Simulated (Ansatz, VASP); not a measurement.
## One calculation of Ca2BeCl6, two programs

```xyz
9
Lattice="0.0000 4.5353 4.5353 4.5353 0.0000 4.5353 4.5353 4.5353 0.0000" Properties=species:S:1:pos:R:3 pbc="T T T"
Ca    2.2676    2.2676    2.2676
Ca    6.8029    6.8029    6.8029
Be    0.0000    0.0000    0.0000
Cl    2.2676    4.5353    4.5353
Cl    6.8029    4.5353    4.5353
Cl    4.5353    2.2676    4.5353
Cl    4.5353    6.8029    4.5353
Cl    4.5353    4.5353    2.2676
Cl    4.5353    4.5353    6.8029
```

Change from the starting cell: ordered vacancies on the cation sites of perovskite (Fm-3m, No. 225).

Alike in both runs: task relaxation of cell and atoms; functional PBE; k mesh 4 × 4 × 4; occupations gaussian, width 0.1 eV; no spin polarisation.

```csv
,VASP,Ansatz
version,VASP 6.6.1,Ansatz 0.2.0
potentials or method,"VASP PAW PBE potentials, release 64 (Ca_sv, Be, Cl), cutoff 600 eV","scalar-relativistic, plane waves, PAW"
valence electrons in the cell,64,64
```

```csv
,VASP,Ansatz,Ansatz less VASP
"gap on the k mesh at the Fermi level, each at its own relaxed structure (eV)",3.61,3.61,+0.003
relaxed volume (Å³/atom),21.19,21.04,-0.148
relaxed cell length with the largest relative difference (Å),6.461,6.446,-0.0150
```
